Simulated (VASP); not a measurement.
# Zr3AlN4 (Pm-3m) in VASP: a series of runs, part 2 of 2

VASP 6.6.1. Earlier steps stand in the parts before.

### Step 5. Relaxation of cell and atoms, PBE

This run uses another cell than the first one, of 11.61 Å³/atom.

Input file INCAR:

```
  ALGO = Normal
  EDIFF = 1E-6
  EDIFFG = -0.01
  ENCUT = 600
  GGA = PE
  IBRION = 2
  ISIF = 3
  ISMEAR = 0
  LASPH = True
  LCHARG = False
  LREAL = False
  LWAVE = False
  NELM = 60
  NSW = 100
  PREC = Accurate
  SIGMA = 0.1
```

Input file KPOINTS:

```
k-points
0
Gamma
  8 8 8
```

Input file POSCAR:

```
Zr3AlN4
1.0
    4.5289253748      0.0000000000      0.0000000000
    0.0000000000      4.5289253748      0.0000000000
    0.0000000000      0.0000000000      4.5289253748
Zr Al N
3 1 4
Direct
    0.5000000000      0.0000000000      0.0000000000
    0.0000000000      0.0000000000      0.5000000000
    0.0000000000      0.5000000000      0.0000000000
    0.5000000000      0.5000000000      0.5000000000
    0.0000000000      0.5000000000      0.5000000000
    0.5000000000      0.5000000000      0.0000000000
    0.0000000000      0.0000000000      0.0000000000
    0.5000000000      0.0000000000      0.5000000000
```

Potentials or basis: VASP PAW PBE potentials, release 64 (Zr_sv, Al, N).

The run is started by

```console
cat potpaw_PBE.64/Zr_sv/POTCAR potpaw_PBE.64/Al/POTCAR potpaw_PBE.64/N/POTCAR > POTCAR
mpirun -np 1 vasp_std > vasp.out
```

OUTCAR:

```text
EDIFF = 1E-6
   EDIFFG = -0.01
   ENCUT = 600
   GGA = PE
   IBRION = 2
   ISIF = 3
   ISMEAR = 0
   LASPH = True
   LREAL = False
   NELM = 60
   NSW = 100
   PREC = Accurate

 ion  position               nearest neighbor table
   1  0.500  0.000  0.000-   6 2.26   7 2.26   8 2.26   8 2.26   6 2.26   7 2.26   2 3.20   4 3.20
                             2 3.20   3 3.20   4 3.20   3 3.20   4 3.20   2 3.20   3 3.20   4 3.20
   2  0.000  0.000  0.500-   5 2.26   7 2.26   8 2.26   7 2.26   5 2.26   8 2.26   1 3.20   3 3.20
                             1 3.20   3 3.20   4 3.20   3 3.20   3 3.20   1 3.20   4 3.20   4 3.20
   3  0.000  0.500  0.000-   5 2.26   6 2.26   7 2.26   5 2.26   7 2.26   6 2.26   2 3.20   4 3.20
                             1 3.20   1 3.20   2 3.20   2 3.20   2 3.20   1 3.20   4 3.20   4 3.20
   4  0.500  0.500  0.500-   5 2.26   6 2.26   8 2.26   6 2.26   8 2.26   5 2.26   1 3.20   3 3.20
                             1 3.20   1 3.20   2 3.20   2 3.20   1 3.20   2 3.20   3 3.20   3 3.20
   5  0.000  0.500  0.500-   2 2.26   3 2.26   4 2.26   3 2.26   2 2.26   4 2.26
   6  0.500  0.500  0.000-   1 2.26   3 2.26   4 2.26   4 2.26   1 2.26   3 2.26
   7  0.000  0.000  0.000-   1 2.26   2 2.26   3 2.26   2 2.26   3 2.26   1 2.26
   8  0.500  0.000  0.500-   1 2.26   2 2.26   4 2.26   1 2.26   4 2.26   2 2.26

  LATTYP: Found a simple cubic cell.
 ALAT       =     4.5289253748

  Lattice vectors:

 A1 = (   4.5289253748,   0.0000000000,   0.0000000000)
 A2 = (   0.0000000000,   4.5289253748,   0.0000000000)
 A3 = (   0.0000000000,   0.0000000000,   4.5289253748)

Analysis of symmetry for initial positions (statically):
=====================================================================
 Subroutine PRICEL returns:
 Original cell was already a primitive cell.

 Routine SETGRP: Setting up the symmetry group for a
 simple cubic supercell.

 Subroutine GETGRP returns: Found 48 space group operations
 (whereof 48 operations were pure point group operations)
 out of a pool of 48 trial point group operations.

The static configuration has the point symmetry O_h .

Analysis of symmetry for dynamics (positions and initial velocities):
=====================================================================
 Subroutine PRICEL returns:
 Original cell was already a primitive cell.

 Routine SETGRP: Setting up the symmetry group for a
 simple cubic supercell.

 Subroutine GETGRP returns: Found 48 space group operations
 (whereof 48 operations were pure point group operations)
 out of a pool of 48 trial point group operations.

The dynamic configuration has the point symmetry O_h .

 Subroutine INISYM returns: Found 48 space group operations
 (whereof 48 operations are pure point group operations),
 and found     1 'primitive' translations

----------------------------------------------------------------------------------------

                                     Primitive cell

  volume of cell :      92.8935

  direct lattice vectors                    reciprocal lattice vectors
     4.528925375  0.000000000  0.000000000     0.220802932  0.000000000  0.000000000
     0.000000000  4.528925375  0.000000000     0.000000000  0.220802932  0.000000000
     0.000000000  0.000000000  4.528925375     0.000000000  0.000000000  0.220802932

  length of vectors
     4.528925375  4.528925375  4.528925375     0.220802932  0.220802932  0.220802932

  position of ions in fractional coordinates (direct lattice)
[... 75 lines left out ...]
   total plane-waves  NPLWV =  46656
   dimension x,y,z NGX =    36 NGY =   36 NGZ =   36
   dimension x,y,z NGXF=    72 NGYF=   72 NGZF=   72
   ions per type =               3   1   4
   NGX,Y,Z   is equivalent  to a cutoff of  13.21, 13.21, 13.21 a.u.
   NGXF,Y,Z  is equivalent  to a cutoff of  26.43, 26.43, 26.43 a.u.
 SYSTEM =  unknown system
   PREC   = accura    normal or accurate (medium, high low for compatibility)
   ISTART =      0    job   : 0-new  1-cont  2-samecut
   ICHARG =      2    charge: 1-file 2-atom 10-const
   ISPIN  =      1    spin polarized calculation?
   LNONCOLLINEAR =      F non collinear calculations
   LSORBIT =      F    spin-orbit coupling
   LASPH  =      T    aspherical Exc in radial PAW
   ENCUT  =  600.0 eV  44.10 Ry    6.64 a.u.   9.05  9.05  9.05*2*pi/ulx,y,z
   NELM   =     60;   NELMIN=  2; NELMDL= -5     # of ELM steps
   EDIFF  = 0.1E-05   stopping-criterion for ELM
   LREAL  =      F    real-space projection
   EDIFFG = -.1E-01   stopping-criterion for IOM
   NSW    =    100    number of steps for IOM
   IBRION =      2    ionic relax: 0-MD 1-quasi-New 2-CG
   NFREE  =      1    steps in history (QN), initial steepest desc. (CG)
   ISIF   =      3    stress and relaxation
   ISYM   =      2    0-nonsym 1-usesym 2-fastsym
   POTIM  = 0.5000    time-step for ionic-motion
   TEBEG  =    0.0;   TEEND  =   0.0 temperature during run
   PSTRESS=    0.0 pullay stress
   NELECT =      59.0000    total number of electrons
   NUPDOWN=      -1.0000    fix difference up-down
   EMIN   =  10.00;   EMAX   =-10.00  energy-range for DOS
   EFERMI =   0.00;   METHOD = LEGACY
   ISMEAR =     0;   SIGMA  =   0.10  broadening in eV -4-tet -1-fermi 0-gaus
   EFERMI_NEDOS =   21; number of points for ismear=-14 and -15
   IALGO  =     38    algorithm
   IMIX   =      4    mixing-type and parameters
     AMIX     =   0.40;   BMIX     =  1.00
     AMIX_MAG =   1.60;   BMIX_MAG =  1.00
  volume/ion in A,a.u.               =      11.61        78.36
  Fermi-wavevector in a.u.,A,eV,Ry     =   1.407225  2.659270 26.943391  1.980283
  Thomas-Fermi vector in A             =   2.529506
   LORBIT       =      0    0 simple, 1 ext, 2 COOP (PROOUT), +10 PAW based schemes
   GGA     = PE    functional components
   LHFCALC =     F    Hartree Fock is set to
   AEXX    =    0.0000 exact exchange contribution
   IVDW    =     0    specifies the selected vdW correction
   LEPSILON=     F    determine dielectric tensor
   LRPA    =     F    only Hartree local field effects (RPA)
 conjugate gradient relaxation of ions
 non-spin polarized calculation
 Gauss-broadening in eV      SIGMA  =   0.10
  energy-cutoff  :      600.00
  volume of cell :       92.89
 maximum number of plane-waves:      3136
   NGX = 19   NGY = 19   NGZ = 19

--------------------------------------- Ionic step        1  -------------------------------------------

 number of electron      59.0000008 magnetization

 Free energy of the ion-electron system (eV)
  ---------------------------------------------------
  ext. energy  EPLUGINS =         0.00000000
  ---------------------------------------------------
  free energy    TOTEN  =       -73.84557386 eV

  energy without entropy =      -73.82665933  energy(sigma->0) =      -73.83611660

------------------------ aborting loop because EDIFF is reached ----------------------------------------

  FORCE on cell =-STRESS in cart. coord.  units (eV):
  Direction    XX          YY          ZZ          XY          YZ          ZX
  --------------------------------------------------------------------------------------
  -------------------------------------------------------------------------------------
  Total        0.5698002      0.5698002      0.5698002      0.0000000      0.0000000     -0.0000000
  in kB        9.8276046      9.8276046      9.8276046      0.0000000      0.0000000     -0.0000000
  external PRESSURE =       9.8276046 kB  Pullay stress =       0.0000000 kB
[... 71 lines left out ...]
--------------------------------------- Ionic step        3  -------------------------------------------

 number of electron      59.0000008 magnetization

 Free energy of the ion-electron system (eV)
  ---------------------------------------------------
  ext. energy  EPLUGINS =         0.00000000
  ---------------------------------------------------
  free energy    TOTEN  =       -73.84682209 eV

  energy without entropy =      -73.82791740  energy(sigma->0) =      -73.83736974

 E-fermi :  11.6962     XC(G=0): -12.2107

 val. band max:       11.6647240343   @ k =   0.2500   0.0000   0.0000
 cond. band min:      11.7027194700   @ k =   0.3750   0.1250   0.0000
 fundamental gap:      0.0379954358
 Fermi energy:        11.6962018902

 k-point     1 :       0.0000    0.0000    0.0000
  band No.  band energies     occupation
      1     -38.0705      2.00000
      2     -37.9104      2.00000
      3     -37.9104      2.00000
      4     -16.5365      2.00000
      5     -16.5365      2.00000
      6     -16.5365      2.00000
[... 901 lines left out ...]
     34      13.9496      0.00000
     35      14.1193      0.00000

 [... further k-points ...]

------------------------ aborting loop because EDIFF is reached ----------------------------------------

  FORCE on cell =-STRESS in cart. coord.  units (eV):
  Direction    XX          YY          ZZ          XY          YZ          ZX
  --------------------------------------------------------------------------------------
  -------------------------------------------------------------------------------------
  Total        0.0003408      0.0003408      0.0003408      0.0000000      0.0000000     -0.0000000
  in kB        0.0058523      0.0058523      0.0058523      0.0000000      0.0000000     -0.0000000
  external PRESSURE =       0.0058523 kB  Pullay stress =       0.0000000 kB
[... 23 lines left out ...]
  FREE ENERGIE OF THE ION-ELECTRON SYSTEM (eV)
  ---------------------------------------------------
  free  energy   TOTEN  =       -73.8468220875 eV

  energy  without entropy=      -73.8279173984  energy(sigma->0) =      -73.83736974

 reached required accuracy - stopping structural energy minimisation
```

Run time: 1.8 min. Hardware: 1 thread of Intel Xeon 6975P-C (Granite Rapids), shared host; peak memory 0.28 GiB.

Results:

| Property | Result |
| --- | --- |
| Free energy | -73.8468 eV |
| Relaxed volume | 11.66 Å³/atom |
| Relaxed cell | a = 4.536 Å, b = 4.536 Å, c = 4.536 Å, α = 90.00°, β = 90.00°, γ = 90.00° |
| Space group after relaxing (to 0.1 Å) | Pm-3m (No. 221) |
| Energy gained by relaxing | 0.2 meV/atom |
| Ionic steps | 3 |
| Pressure after relaxing | 0.0 GPa |
| Band gap on the k mesh | zero (an odd number of electrons rules out a gap without spin polarisation) |

Step by step:
```csv
step,energy change (eV),largest force (eV/Å),pressure (GPa),volume (Å³)
1,0.0000,0.0000,0.98,92.89
2,0.0009,0.0000,-1.26,93.85
3,-0.0012,0.0000,0.00,93.30
```

Final structure:
```cif
data_structure
_symmetry_space_group_name_H-M 'P 1'
_symmetry_Int_Tables_number 1
_cell_length_a 4.5356
_cell_length_b 4.5356
_cell_length_c 4.5356
_cell_angle_alpha 90.000
_cell_angle_beta 90.000
_cell_angle_gamma 90.000
_cell_volume 93.30
loop_
_atom_site_label
_atom_site_type_symbol
_atom_site_fract_x
_atom_site_fract_y
_atom_site_fract_z
_atom_site_occupancy
Zr1 Zr 0.50000 0.00000 0.00000 1
Zr2 Zr 0.00000 0.00000 0.50000 1
Zr3 Zr 0.00000 0.50000 0.00000 1
Al1 Al 0.50000 0.50000 0.50000 1
N1 N 0.00000 0.50000 0.50000 1
N2 N 0.50000 0.50000 0.00000 1
N3 N 0.00000 0.00000 0.00000 1
N4 N 0.50000 0.00000 0.50000 1
```

Levels at points of the mesh, in eV from the Fermi level:
```tsv
k point	band 25	band 26	band 27	band 28	band 29	band 30	band 31	band 32	band 33	band 34
(0.00, 0.00, 0.00)	-3.20	-3.09	-3.09	-3.09	-2.79	-2.79	-2.79	-1.46	0.54	0.54
(0.50, 0.00, 0.00)	-3.72	-3.72	-3.29	-3.29	-2.48	-0.67	0.98	0.98	1.53	1.53
(0.50, 0.50, 0.00)	-4.92	-4.37	-4.37	-3.63	1.58	1.59	1.59	1.66	1.81	1.85
(0.50, 0.50, 0.50)	-5.78	-5.78	-4.07	-4.07	2.15	2.15	2.15	2.28	2.99	2.99
```

### Step 6. Overview

```csv
task,spin,cell,k mesh,cutoff (eV),gap on the mesh (eV),pressure (GPa),relaxed volume (Å³/atom)
single point,off,"a = 4.535 Å, 8 atoms",8 × 8 × 8,520,none,0.2,-
relaxation of cell and atoms,off,"relaxed from a = 4.755 Å, 8 atoms",4 × 4 × 4,600,none,-0.3,11.63
single point,collinear,"a = 4.529 Å, 8 atoms",4 × 4 × 4,520,none,0.2,-
relaxation of cell and atoms,off,"relaxed from a = 4.529 Å, 8 atoms",8 × 8 × 8,600,none,0.0,11.66
```

Alike in all rows: level PBE; potentials or basis VASP PAW PBE potentials, release 64 (Zr_sv, Al, N); smearing gaussian 0.1 eV.

Total energies depend on the potentials used, so only differences within one code and one set of settings carry meaning.
